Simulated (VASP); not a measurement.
Write the native input for VASP 6.6.1 that does the following.

- Task: single point
- Functional: PBEsol
- Potentials or basis: VASP PAW PBE potentials, release 64 (Ni, Al)
- Cutoff: 520 eV
- k mesh: 7 × 7 × 7
- Occupations: fermi-dirac, width 0.05 eV
- Spin: collinear spin, zero start
- Starting moments: [0.0, 0.0] μB
- Hubbard terms: Ni d U = 3.0 eV
- Dipole correction: no
- Further INCAR settings: ALGO = Normal; EDIFF = 1e-07; NBANDS = 18

The structure of AlNi lies in POSCAR:

```
AlNi
1.0
    2.8810000000      0.0000000000      0.0000000000
    0.0000000000      2.8810000000      0.0000000000
    0.0000000000      0.0000000000      2.8810000000
Ni Al
1 1
Direct
    0.5000000000      0.5000000000      0.5000000000
    0.0000000000      0.0000000000      0.0000000000
```

These files were run (other wordings do the same):

INCAR

```
ALGO = Normal ; EDIFF = 1E-7
ENCUT = 520 ; GGA = PS
ISIF = 2 ; ISMEAR = -1
ISPIN = 2 ; LASPH = T
LCHARG = F ; LDAU = T
LDAUJ = 0 0 ; LDAUL = 2 -1
LDAUPRINT = 1 ; LDAUTYPE = 2
LDAUU = 3 0 ; LMAXMIX = 4
LORBIT = 11 ; LREAL = F
LWAVE = F ; MAGMOM = 0 0
NBANDS = 18 ; NELM = 150
PREC = Accurate ; SIGMA = 0.05
```

KPOINTS

```
k-points
0
Gamma
  7 7 7
```

Potentials or basis: VASP PAW PBE potentials, release 64 (Ni, Al).

Run with:

```console
$ cat potpaw_PBE.64/Ni/POTCAR potpaw_PBE.64/Al/POTCAR > POTCAR
$ mpirun -np 1 vasp_std > vasp.out
```

It gave:

- Pressure: -6.9 GPa
- Net moment: 0.00 μB per cell
- Valence electrons inside the program's atomic spheres: Ni 9.60; Al 0.79

Caveat: the PAW data sets were made with another functional, which shifts forces and pressure a little; the U is typed as a test and isn't derived for this compound.

Run time: 12 s on 1 thread of Intel(R) Xeon(R) Platinum 8488C (Sapphire Rapids), with other jobs on the host, peak memory 0.15 GiB.
